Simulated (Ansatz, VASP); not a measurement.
# Two plane-wave programs on I

Contents of POSCAR:

```
I
1.0
    0.0000000000      2.8664255572      2.8664255572
    2.8664255572      0.0000000000      2.8664255572
    2.8664255572      2.8664255572      0.0000000000
I
1
Direct
    0.0000000000      0.0000000000      0.0000000000
```

The input INCAR.step1:

```
  ALGO = Normal
  EDIFF = 1E-4
  ENCUT = 520
  GGA = PE
  ISMEAR = 0
  LASPH = True
  LCHARG = False
  LREAL = False
  LWAVE = True
  NBANDS = 10
  NELM = 80
  PREC = Accurate
  SIGMA = 0.1
```

The input INCAR.step2:

```
  ALGO = Normal
  EDIFF = 1E-7
  ENCUT = 520
  ISIF = 2
  ISMEAR = 0
  ISTART = 1
  LASPH = True
  LCHARG = False
  LMIXTAU = True
  LREAL = False
  LWAVE = False
  METAGGA = R2SCAN
  NBANDS = 10
  NELM = 80
  PREC = Accurate
  SIGMA = 0.1
```

The input KPOINTS:

```
k-points
0
Gamma
  6 6 6
```

Input for Ansatz:

```yaml
crystal:
  lattice:
    - [0.0, 2.8664255572, 2.8664255572]
    - [2.8664255572, 0.0, 2.8664255572]
    - [2.8664255572, 2.8664255572, 0.0]
  atoms:
    - { symbol: I, position: [0.0, 0.0, 0.0] }
basis:
  ecutwfc: 500
kpoints:
  mp_grid: { grid: [6, 6, 6] }
hamiltonian:
  xc: r2scan
scf:
  occupations: { method: gaussian, width: 0.1 }
  lower_state_search: "off"
output:
  forces: true
  stress: true
  eigenvalues: true
```

Alike in both runs: task single point; functional r2SCAN; k mesh 6 × 6 × 6; occupations gaussian, width 0.1 eV; no spin polarisation.

```csv
,VASP,Ansatz
version,VASP 6.6.1,Ansatz 0.2.0
potentials or method,"VASP PAW PBE potentials, release 64 (I), cutoff 520 eV","scalar-relativistic, plane waves, PAW"
valence electrons in the cell,7,17
```

|  | VASP | Ansatz | Ansatz less VASP |
| --- | --- | --- | --- |
| gap on the k mesh at the Fermi level (eV) | none | none | - |
| pressure (GPa) | -3.4 | -3.4 | +0.02 |

VASP's potentials were made for PBE, not for r2SCAN. A gap of «none» marks a metal or a gap that the smearing closes. VASP's potentials hold 7 valence electrons a cell and Ansatz's 17, so a difference there can come from the potentials and not from the codes.

Spin-orbit coupling is off throughout.
